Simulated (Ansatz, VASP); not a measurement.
**In3B2As in VASP and in Ansatz**

```
In B As
1.0
     5.06950    0.00000    0.00000
    -2.53475    4.39032    0.00000
     0.00000    0.00000    5.21565
In B As
3 2 1
Cartesian
  0.0000 2.9269 0.0000
  2.5348 1.4634 0.0000
  0.0000 0.0000 2.6078
  0.0000 2.9269 2.6078
  2.5348 1.4634 2.6078
  0.0000 0.0000 0.0000
```

Alike in both runs: functional PBE; k mesh 6 × 6 × 4; occupations gaussian, width 0.1 eV; no spin polarisation.

Ansatz relaxed the structure, and its values are those at the end. VASP's run is a single point on that final structure, the one shown.

|  | VASP | Ansatz |
| --- | --- | --- |
| version | VASP 6.6.1 | Ansatz 0.2.0 |
| potentials or method | VASP PAW PBE potentials, release 64 (In_d, B, As), cutoff 520 eV | scalar-relativistic, plane waves, PAW |
| valence electrons in the cell | 50 | 60 |

|  | VASP | Ansatz | Ansatz less VASP |
| --- | --- | --- | --- |
| gap on the k mesh at the Fermi level (eV) | none | none | - |
| pressure (GPa) | 0.2 | 0.1 | -0.02 |

A gap of «none» marks a metal or a gap that the smearing closes. VASP's potentials hold 50 valence electrons a cell and Ansatz's 60, so a difference there can come from the potentials and not from the codes.
